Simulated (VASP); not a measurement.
Here is a VASP 6.6.1 calculation.

The input INCAR:

```
ALGO = Normal
EDIFF = 1E-6
ENCUT = 600
GGA = PE
GGA_COMPAT = F
ISIF = 2
ISMEAR = -1
ISPIN = 2
LASPH = T
LCHARG = F
LDAU = T
LDAUJ = 0 0
LDAUL = 3 -1
LDAUPRINT = 1
LDAUTYPE = 2
LDAUU = 3 0
LMAXMIX = 6
LORBIT = 11
LREAL = F
LWAVE = F
MAGMOM = 4.9 0
NBANDS = 22
NELM = 200
PREC = Accurate
SIGMA = 0.05
```

KPOINTS

```
k-points
0
Gamma
  10 10 10
```

File POSCAR:

```
EuS
1.0
    4.2122350000      0.0000000000      0.0000000000
    2.1061175000      3.6479025167      0.0000000000
    2.1061175000      1.2159675056      3.4392754756
Eu S
1 1
Direct
    0.0000000000      0.0000000000      0.0000000000
    0.5000000000      0.5000000000      0.5000000000
```

Potentials or basis: VASP PAW PBE potentials, release 64 (Eu, S).

Command:

```sh
$ cat potpaw_PBE.64/Eu/POTCAR potpaw_PBE.64/S/POTCAR > POTCAR
$ mpirun -np 1 vasp_std > vasp.out
```

What does it give for the pressure?

-0.5 GPa.

Estimate the site moments.

Eu +6.67; S -0.07 μB.

Predict the band gap on the k mesh.

zero (filled and empty bands overlap).

What does it give for the net moment?

7.00 μB per cell.

Eigenvalues of the final occupation matrices:
| site | spin | trace | eigenvalues |
| --- | --- | --- | --- |
| site 1 f | 1 | 6.76 | 0.96 0.96 0.96 0.97 0.97 0.97 0.97 |
| site 1 f | 2 | 0.01 | 0.00 0.00 0.00 0.00 0.00 0.00 0.00 |

Caveat: spin-orbit coupling is left out, which moves the levels of the heavy elements; a cell with one magnetic atom can't hold antiferromagnetic order, which such compounds often take. The state reached can hang on the start; a lower one may exist.

**Measured values to compare with.**

“Crystal-field mediated electronic transitions of EuS up to 35 GPa”, 2022, pmc:8786971 reports, for a powder of EuS at 300 K: band gap 1.72 eV (optical).

A measured gap of EuS is 1.72 eV (optical; 300 K; powder; “Crystal-field mediated electronic transitions of EuS up to 35 GPa”, 2022, pmc:8786971); the calculated 0.00 eV misses it by -1.72 eV. So large a miss can be the level of theory's own, or it may mean another phase, state or a wrong row. Spin-orbit coupling on Eu is left out. The value is that of PBE+U on a finite k mesh, which can miss the band edges, without temperature or zero-point motion. The run's magnetic order (collinear spin, ferromagnetic start) needn't be the measured crystal's.
